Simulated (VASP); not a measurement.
# TePd3 (I4/mmm) in VASP: further runs

TePd3 is run at these levels: LDA; tasks: single point.

Program: VASP 6.6.1. These are calculated values, not measurements. Logs are shortened: lines on timing, memory, paths and dates and some standing lists are left out, and cuts for length are marked.

**1. The cell of the first run**

Symmetry: I4/mmm, No. 139, tetragonal system. Conventional cell: a = 4.504 Å, b = 4.504 Å, c = 6.402 Å, α = 90.00°, β = 90.00°, γ = 90.00°. Te (site symmetry 4/mmm) has 14 Pd at 2.76 to 3.20 Å within 3.6 Å. Pd (site symmetry -4m2) has 4 Te at 2.76 Å and 10 Pd at 2.76 to 3.20 Å within 3.6 Å. Within 3.6 Å of Pd (site symmetry 4/mmm) lie 8 Pd at 2.76 Å and 6 Te at 3.18 to 3.20 Å.

**2. Single point, LDA**

Input file INCAR:

```
SYSTEM = TePd3
  PREC = Accurate
  ENCUT = 520
  EDIFF = 1E-6
  ISMEAR = 1
  SIGMA = 0.1
  LREAL = .False.
  LASPH = .True.
  NELM = 80
  ALGO = Normal
  ISIF = 2
  LWAVE = .False.
  LCHARG = .False.
  GGA = CA
  NBANDS = 26
```

Input file KPOINTS:

```
Automatic mesh
0
Gamma
  7 7 7
  0 0 0
```

Input file POSCAR:

```
TePd3
1.0
   -2.2517559760      2.2517559760      3.2009925479
    2.2517559760     -2.2517559760      3.2009925479
    2.2517559760      2.2517559760     -3.2009925479
Te Pd
1 3
Direct
    0.0000000000      0.0000000000      0.0000000000
    0.7500000000      0.2500000000      0.5000000000
    0.2500000000      0.7500000000      0.5000000000
    0.5000000000      0.5000000000      0.0000000000
```

Potentials or basis: VASP PAW LDA potentials, release 64 (Te, Pd).

Run with:

```console
$ cat potpaw_LDA.64/Te/POTCAR potpaw_LDA.64/Pd/POTCAR > POTCAR
$ mpirun -np 1 vasp_std > vasp.out
```

OUTCAR:

```text
SYSTEM = TePd3
   PREC = Accurate
   ENCUT = 520
   EDIFF = 1E-6
   ISMEAR = 1
   LREAL = .False.
   LASPH = .True.
   NELM = 80
   ISIF = 2
   GGA = CA

 ion  position               nearest neighbor table
   1  0.000  0.000  0.000-   2 2.76   3 2.76   2 2.76   3 2.76   2 2.76   3 2.76   2 2.76   3 2.76
                             4 3.18   4 3.18   4 3.18   4 3.18   4 3.20   4 3.20
   2  0.750  0.250  0.500-   4 2.76   1 2.76   1 2.76   4 2.76   1 2.76   4 2.76   4 2.76   1 2.76
                             3 3.18   3 3.18   3 3.18   3 3.18   3 3.20   3 3.20
   3  0.250  0.750  0.500-   1 2.76   4 2.76   1 2.76   4 2.76   1 2.76   4 2.76   1 2.76   4 2.76
                             2 3.18   2 3.18   2 3.18   2 3.18   2 3.20   2 3.20
   4  0.500  0.500  0.000-   3 2.76   2 2.76   2 2.76   3 2.76   2 2.76   3 2.76   3 2.76   2 2.76
                             1 3.18   1 3.18   1 3.18   1 3.18   1 3.20   1 3.20

  LATTYP: Found a body centered tetragonal cell.
 ALAT       =     4.5035119520
 C/A-ratio  =     1.4215539259

  Lattice vectors:

 A1 = (  -2.2517559760,   2.2517559760,   3.2009925479)
 A2 = (   2.2517559760,  -2.2517559760,   3.2009925479)
 A3 = (   2.2517559760,   2.2517559760,  -3.2009925479)

Analysis of symmetry for initial positions (statically):
=====================================================================
 Subroutine PRICEL returns:
 Original cell was already a primitive cell.

 Routine SETGRP: Setting up the symmetry group for a
 body centered tetragonal supercell.

 Subroutine GETGRP returns: Found 16 space group operations
 (whereof 16 operations were pure point group operations)
 out of a pool of 16 trial point group operations.

The static configuration has the point symmetry D_4h.

Analysis of symmetry for dynamics (positions and initial velocities):
=====================================================================
 Subroutine PRICEL returns:
 Original cell was already a primitive cell.

 Routine SETGRP: Setting up the symmetry group for a
 body centered tetragonal supercell.

 Subroutine GETGRP returns: Found 16 space group operations
 (whereof 16 operations were pure point group operations)
 out of a pool of 16 trial point group operations.

The dynamic configuration has the point symmetry D_4h.

 Subroutine INISYM returns: Found 16 space group operations
 (whereof 16 operations are pure point group operations),
 and found     1 'primitive' translations

----------------------------------------------------------------------------------------

                                     Primitive cell

  volume of cell :      64.9213

  direct lattice vectors                    reciprocal lattice vectors
    -2.251755976  2.251755976  3.200992548     0.000000000  0.222048928  0.156201551
     2.251755976 -2.251755976  3.200992548     0.222048928  0.000000000  0.156201551
     2.251755976  2.251755976 -3.200992548     0.222048928  0.222048928  0.000000000

  length of vectors
     4.515214640  4.515214640  4.515214640     0.271486005  0.271486005  0.314024605

  position of ions in fractional coordinates (direct lattice)
     0.000000000  0.000000000  0.000000000
     0.750000000  0.250000000  0.500000000
     0.250000000  0.750000000  0.500000000
     0.500000000  0.500000000  0.000000000

  ion indices of the primitive-cell ions
   primitive index   ion index
                 1           1
                 2           2
                 3           3
                 4           4

----------------------------------------------------------------------------------------

 KPOINTS: Automatic mesh

Automatic generation of k-mesh.
 Grid dimensions read from file:
 generate k-points for:    7    7    7

 Generating k-lattice:

  Cartesian coordinates                     Fractional coordinates (reciprocal lattice)
     0.000000000  0.031721275  0.022314507     0.142857143  0.000000000  0.000000000
     0.031721275  0.000000000  0.022314507     0.000000000  0.142857143  0.000000000
     0.031721275  0.031721275  0.000000000     0.000000000  0.000000000  0.142857143

  Length of vectors
     0.038783715  0.038783715  0.044860658

  Shift w.r.t. Gamma in fractional coordinates (k-lattice)
     0.000000000  0.000000000  0.000000000

 Subroutine IBZKPT returns following result:
 ===========================================

 Found     40 irreducible k-points:

 Following reciprocal coordinates:
            Coordinates               Weight
  0.000000  0.000000  0.000000      1.000000
  0.142857 -0.000000  0.000000      8.000000
  0.285714  0.000000  0.000000      8.000000
  0.428571  0.000000 -0.000000      8.000000
  0.142857  0.142857  0.000000      8.000000
  0.285714  0.142857 -0.000000     16.000000
[... 16 lines left out ...]
 -0.142857  0.285714  0.142857      8.000000
 -0.428571  0.428571  0.142857      8.000000
 [... further k-points ...]
   k-points           NKPTS =     40   k-points in BZ     NKDIM =     40   number of bands    NBANDS=     26
   number of dos      NEDOS =    301   number of ions     NIONS =      4
   total plane-waves  NPLWV =  46656
   dimension x,y,z NGX =    36 NGY =   36 NGZ =   36
   dimension x,y,z NGXF=    72 NGYF=   72 NGZF=   72
   ions per type =               1   3
   NGX,Y,Z   is equivalent  to a cutoff of  13.25, 13.25, 13.25 a.u.
   NGXF,Y,Z  is equivalent  to a cutoff of  26.51, 26.51, 26.51 a.u.
 SYSTEM =  TePd3
   PREC   = accura    normal or accurate (medium, high low for compatibility)
   ISTART =      0    job   : 0-new  1-cont  2-samecut
   ICHARG =      2    charge: 1-file 2-atom 10-const
   ISPIN  =      1    spin polarized calculation?
   LNONCOLLINEAR =      F non collinear calculations
   LSORBIT =      F    spin-orbit coupling
   LASPH  =      T    aspherical Exc in radial PAW
   ENCUT  =  520.0 eV  38.22 Ry    6.18 a.u.   8.40  8.40  8.40*2*pi/ulx,y,z
   NELM   =     80;   NELMIN=  2; NELMDL= -5     # of ELM steps
   EDIFF  = 0.1E-05   stopping-criterion for ELM
   LREAL  =      F    real-space projection
   EDIFFG = 0.1E-04   stopping-criterion for IOM
   NSW    =      0    number of steps for IOM
   IBRION =     -1    ionic relax: 0-MD 1-quasi-New 2-CG
   NFREE  =      0    steps in history (QN), initial steepest desc. (CG)
   ISIF   =      2    stress and relaxation
   ISYM   =      2    0-nonsym 1-usesym 2-fastsym
   POTIM  = 0.5000    time-step for ionic-motion
   TEBEG  =    0.0;   TEEND  =   0.0 temperature during run
   PSTRESS=    0.0 pullay stress
   NELECT =      36.0000    total number of electrons
   NUPDOWN=      -1.0000    fix difference up-down
   EMIN   =  10.00;   EMAX   =-10.00  energy-range for DOS
   EFERMI =   0.00;   METHOD = LEGACY
   ISMEAR =     1;   SIGMA  =   0.10  broadening in eV -4-tet -1-fermi 0-gaus
   EFERMI_NEDOS =   21; number of points for ismear=-14 and -15
   IALGO  =     38    algorithm
   IMIX   =      4    mixing-type and parameters
     AMIX     =   0.40;   BMIX     =  1.00
     AMIX_MAG =   1.60;   BMIX_MAG =  1.00
  volume/ion in A,a.u.               =      16.23       109.53
  Fermi-wavevector in a.u.,A,eV,Ry     =   1.344972  2.541628 24.612253  1.808950
  Thomas-Fermi vector in A             =   2.472923
   LORBIT       =      0    0 simple, 1 ext, 2 COOP (PROOUT), +10 PAW based schemes
   GGA     = CA    functional components
   LHFCALC =     F    Hartree Fock is set to
   AEXX    =    0.0000 exact exchange contribution
   IVDW    =     0    specifies the selected vdW correction
   LEPSILON=     F    determine dielectric tensor
   LRPA    =     F    only Hartree local field effects (RPA)
 non-spin polarized calculation
 Methfessel and Paxton  Order N= 1 SIGMA  =   0.10
  energy-cutoff  :      520.00
  volume of cell :       64.92
 maximum number of plane-waves:      1807
 NGX is ok and might be reduce to    36
   NGX = 17   NGY = 17   NGZ = 17

 number of electron      35.9999997 magnetization

 Free energy of the ion-electron system (eV)
  ---------------------------------------------------
  ext. energy  EPLUGINS =         0.00000000
  ---------------------------------------------------
  free energy    TOTEN  =       -24.23289968 eV

  energy without entropy =      -24.23266856  energy(sigma->0) =      -24.23282264

 E-fermi :  10.9539     XC(G=0): -12.9097

 val. band max:       10.9521651815   @ k =  -0.1429  -0.4286   0.1429
 cond. band min:      10.9732390009   @ k =  -0.4286   0.1429   0.0000
 fundamental gap:      0.0210738194
 Fermi energy:        10.9539380434

 k-point     1 :       0.0000    0.0000    0.0000
  band No.  band energies     occupation
      1      -2.5332      2.00000
      2       5.1360      2.00000
      3       5.1396      2.00000
      4       5.1396      2.00000
      5       6.1211      2.00000
      6       6.1271      2.00000
[... 18 lines left out ...]
     25      18.2495      0.00000
     26      18.2982      0.00000

 k-point     2 :       0.1429   -0.0000    0.0000
  band No.  band energies     occupation
      1      -2.4039      2.00000
      2       4.8535      2.00000
      3       5.1009      2.00000
      4       5.1028      2.00000
      5       6.3436      2.00000
      6       6.3494      2.00000
[... 18 lines left out ...]
     25      18.4000      0.00000
     26      18.4061      0.00000

 k-point     3 :       0.2857    0.0000    0.0000
  band No.  band energies     occupation
      1      -2.0896      2.00000
      2       4.3399      2.00000
      3       5.0964      2.00000
      4       5.0981      2.00000
      5       6.7788      2.00000
      6       6.7796      2.00000
[... 18 lines left out ...]
     25      19.0419      0.00000
     26      19.0595      0.00000

 k-point     4 :       0.4286    0.0000   -0.0000
  band No.  band energies     occupation
      1      -1.8061      2.00000
      2       3.9244      2.00000
      3       5.1434      2.00000
      4       5.1457      2.00000
      5       6.9211      2.00000
      6       6.9899      2.00000
[... 18 lines left out ...]
     25      20.2038      0.00000
     26      20.2221      0.00000

 k-point     5 :       0.1429    0.1429    0.0000
  band No.  band energies     occupation
      1      -2.2159      2.00000
      2       4.4718      2.00000
      3       4.9870      2.00000
      4       5.3887      2.00000
      5       6.4386      2.00000
      6       6.7403      2.00000
[... 18 lines left out ...]
     25      18.6262      0.00000
     26      19.5977      0.00000

 k-point     6 :       0.2857    0.1429   -0.0000
  band No.  band energies     occupation
      1      -1.9164      2.00000
      2       4.1855      2.00000
      3       5.0509      2.00000
      4       5.3092      2.00000
      5       6.6801      2.00000
      6       6.9653      2.00000
[... 427 lines left out ...]
 k-point    21 :       0.4286    0.2857    0.1429
  band No.  band energies     occupation
      1      -1.6532      2.00000
      2       4.1513      2.00000
      3       5.2888      2.00000
      4       5.8036      2.00000
      5       6.5129      2.00000
      6       6.9121      2.00000
[... 18 lines left out ...]
     25      20.4592      0.00000
     26      21.5319      0.00000

 k-point    22 :      -0.2857    0.2857    0.1429
  band No.  band energies     occupation
      1      -1.8890      2.00000
      2       4.0622      2.00000
      3       5.3277      2.00000
      4       5.4695      2.00000
      5       6.6416      2.00000
      6       6.8437      2.00000
[... 18 lines left out ...]
     25      20.8070      0.00000
     26      21.0575      0.00000

 k-point    23 :      -0.1429    0.2857    0.1429
  band No.  band energies     occupation
      1      -1.9141      2.00000
      2       4.1776      2.00000
      3       5.0529      2.00000
      4       5.3053      2.00000
      5       6.6807      2.00000
      6       6.9769      2.00000
[... 18 lines left out ...]
     25      19.0665      0.00000
     26      20.8520      0.00000

 k-point    24 :      -0.4286    0.4286    0.1429
  band No.  band energies     occupation
      1      -1.6528      2.00000
      2       4.1516      2.00000
      3       5.2803      2.00000
      4       5.8012      2.00000
      5       6.5135      2.00000
      6       6.9139      2.00000
[... 18 lines left out ...]
     25      20.5291      0.00000
     26      21.4887      0.00000

 [... further k-points ...]

------------------------ aborting loop because EDIFF is reached ----------------------------------------

  FORCE on cell =-STRESS in cart. coord.  units (eV):
  Direction    XX          YY          ZZ          XY          YZ          ZX
  --------------------------------------------------------------------------------------
  -------------------------------------------------------------------------------------
  Total       -1.2459561     -1.2459561     -1.2331487      0.0000000      0.0000000      0.0000000
  in kB      -30.7486476    -30.7486476    -30.4325765      0.0000000      0.0000000      0.0000000
  external PRESSURE =     -30.6432906 kB  Pullay stress =       0.0000000 kB

 VOLUME and BASIS-vectors are now :
 -----------------------------------------------------------------------------
  energy-cutoff  :      520.00
  volume of cell :       64.92
      direct lattice vectors                 reciprocal lattice vectors
    -2.251755976  2.251755976  3.200992548     0.000000000  0.222048928  0.156201551
     2.251755976 -2.251755976  3.200992548     0.222048928  0.000000000  0.156201551
     2.251755976  2.251755976 -3.200992548     0.222048928  0.222048928  0.000000000

 POSITION                                       TOTAL-FORCE (eV/Angst)
 -----------------------------------------------------------------------------------
      0.00000      0.00000      0.00000         0.000000      0.000000      0.000000
      0.00000      2.25176      1.60050         0.000000     -0.000000     -0.000000
      2.25176      0.00000      1.60050        -0.000000      0.000000      0.000000
      0.00000      0.00000      3.20099         0.000000      0.000000      0.000000
 -----------------------------------------------------------------------------------
    total drift:                               -0.000000      0.000000      0.000000

  FREE ENERGIE OF THE ION-ELECTRON SYSTEM (eV)
  ---------------------------------------------------
  free  energy   TOTEN  =       -24.2328996846 eV

  energy  without entropy=      -24.2326685580  energy(sigma->0) =      -24.23282264
```

Run time: 70 s. Hardware: 1 thread of Intel Xeon 8259CL, shared host; peak memory 0.21 GiB.

Results:

```yaml
Free_energy: -24.2329 eV
Pressure: -3.1 GPa
Band_gap_on_the_k_mesh: zero (bands 18 and 19 overlap by 2.24 eV)
```

Levels at points of the mesh, in eV from the Fermi level:
```
           k point  band 14  band 15  band 16  band 17  band 18  band 19  band 20  band 21
(0.00, 0.00, 0.00)    -1.36    -1.33    -1.24    -1.22     1.14     1.18     1.18     5.07
```

Caveat: the cell stands under tension; spin-orbit coupling is left out, which moves the levels of the heavy elements.

**3. Single point, LDA**

This run uses another cell than the first one, of 16.58 Å³/atom.

Input file INCAR:

```
SYSTEM = TePd3
PREC = Accurate
ENCUT = 520
EDIFF = 1E-7
ISMEAR = 1
SIGMA = 0.1
LREAL = .FALSE.
LASPH = .TRUE.
NELM = 100
ALGO = Normal
ISIF = 2
LWAVE = .FALSE.
LCHARG = .TRUE.
LELF = .TRUE.
LVHAR = .TRUE.
NBANDS = 26
```

Input file KPOINTS:

```
Automatic mesh
0
G
  7 7 7
  0 0 0
```

Input file POSCAR:

```
TePd3
1.0
   -2.2676139349      2.2676139349      3.2235354916
    2.2676139349     -2.2676139349      3.2235354916
    2.2676139349      2.2676139349     -3.2235354916
Te Pd
1 3
Direct
    0.0000000000      0.0000000000      0.0000000000
    0.7500000000      0.2500000000      0.5000000000
    0.2500000000      0.7500000000      0.5000000000
    0.5000000000      0.5000000000      0.0000000000
```

Potentials or basis: VASP PAW LDA potentials, release 64 (Te, Pd).

Run with:

```console
$ cat potpaw_LDA.64/Te/POTCAR potpaw_LDA.64/Pd/POTCAR > POTCAR
$ mpirun -np 1 vasp_std > vasp.out
```

Run time: 72 s. Hardware: 1 thread of Intel Xeon 8259CL, shared host; peak memory 0.21 GiB.

The run converged. Its results:

```yaml
Free_energy: -24.1929 eV
Pressure: -6.3 GPa
Band_gap_on_the_k_mesh: zero (bands 18 and 19 overlap by 2.17 eV)
```

Levels at points of the mesh, in eV from the Fermi level:
```tsv
k point	band 15	band 16	band 17	band 18	band 19	band 20
(0.00, 0.00, 0.00)	-1.29	-1.19	-1.17	1.11	1.15	1.15
```

Caveat: the cell stands under tension; spin-orbit coupling is left out, which moves the levels of the heavy elements.

**4. Single point, LDA**

This run uses another cell than the first one, of 16.92 Å³/atom.

Input file INCAR:

```
PREC = Accurate ; ENCUT = 520
EDIFF = 1E-6 ; ISMEAR = 1
SIGMA = 0.1 ; LREAL = F
LASPH = T ; NELM = 100
ALGO = Normal ; ISIF = 2
LWAVE = F ; LCHARG = T
GGA = CA ; LELF = T
LVHAR = T ; NBANDS = 26
```

Input file KPOINTS:

```
Automatic mesh
0
Gamma
  7 7 7
```

Input file POSCAR:

```
TePd3
1.0
   -2.2832531459      2.2832531459      3.2457674734
    2.2832531459     -2.2832531459      3.2457674734
    2.2832531459      2.2832531459     -3.2457674734
Te Pd
1 3
Direct
    0.0000000000      0.0000000000      0.0000000000
    0.7500000000      0.2500000000      0.5000000000
    0.2500000000      0.7500000000      0.5000000000
    0.5000000000      0.5000000000      0.0000000000
```

Run with:

```console
$ cat potpaw_LDA.64/Te/POTCAR potpaw_LDA.64/Pd/POTCAR > POTCAR
$ mpirun -np 1 vasp_std > vasp.out
```

Run time: 69 s. Hardware: 1 thread of Intel Xeon 8259CL, shared host; peak memory 0.21 GiB.

It converged, with:

```
Free energy            : -24.1271 eV
Pressure               : -9.1 GPa
Band gap on the k mesh : zero (bands 18 and 19 overlap by 2.10 eV)
```

Levels at points of the mesh, in eV from the Fermi level:
```
           k point  band 14  band 15  band 16  band 17  band 18  band 19  band 20  band 21  band 22  band 23
(0.00, 0.00, 0.00)    -1.27    -1.24    -1.15    -1.13     1.08     1.11     1.11     5.00     5.00     5.02
```

Caveat: the cell stands under tension; spin-orbit coupling is left out, which moves the levels of the heavy elements.

**5. Summary**

| cell | gap on the mesh (eV) | pressure (GPa) |
| --- | --- | --- |
| a = 4.515 Å, angles 120.2, 120.2, 89.7°, 4 atoms | none | -3.1 |
| a = 4.547 Å, angles 120.2, 120.2, 89.7°, 4 atoms | none | -6.3 |
| a = 4.578 Å, angles 120.2, 120.2, 89.7°, 4 atoms | none | -9.1 |

Alike in all rows: task single point; level LDA; potentials or basis VASP PAW LDA potentials, release 64 (Te, Pd); no spin polarisation; k mesh 7 × 7 × 7; cutoff (eV) 520; smearing methfessel-paxton 0.1 eV.

Caveats: the cell stands under tension; spin-orbit coupling is left out, which moves the levels of the heavy elements.

Absolute energies hang on the potentials; compare differences alone.
